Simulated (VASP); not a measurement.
A run of VASP 6.6.1 is set up as follows.

The input INCAR:

```
SYSTEM = AlCr2C
PREC = Accurate
ENCUT = 520
EDIFF = 1E-6
ISMEAR = 0
SIGMA = 0.1
LREAL = .FALSE.
LASPH = .TRUE.
NELM = 80
ALGO = Normal
ISIF = 2
LWAVE = .FALSE.
LCHARG = .FALSE.
GGA = PE
NBANDS = 41
```

Contents of KPOINTS:

```
Automatic mesh
0
G
  12 12 4
  0 0 0
```

POSCAR

```
AlCr2C
1.0
    2.8974920229      0.0000000000      0.0000000000
   -1.4487460114      2.5093016991      0.0000000000
    0.0000000000      0.0000000000     12.9396570830
Al Cr C
2 4 2
Direct
    0.6666666667      0.3333333333      0.2500000000
    0.3333333333      0.6666666667      0.7500000000
    0.3333333333      0.6666666667      0.4179640701
    0.6666666667      0.3333333333      0.9179640701
    0.6666666667      0.3333333333      0.5820359299
    0.3333333333      0.6666666667      0.0820359299
    0.0000000000      0.0000000000      0.5000000000
    0.0000000000      0.0000000000      0.0000000000
```

Potentials or basis: VASP PAW PBE potentials, release 64 (Al, Cr_pv, C).

Run with:

```sh
$ cat potpaw_PBE.64/Al/POTCAR potpaw_PBE.64/Cr_pv/POTCAR potpaw_PBE.64/C/POTCAR > POTCAR
$ mpirun -np 1 vasp_std > vasp.out
```

(1) Estimate the band gap on the k mesh.

(2) What does it give for the pressure?

(3) What does it give for the largest force?

Answers

(1) zero (band 31 reaches 9.59 eV, above the bottom of band 32 at 8.80 eV).

(2) -9.5 GPa.

(3) 0.039 eV/Å.
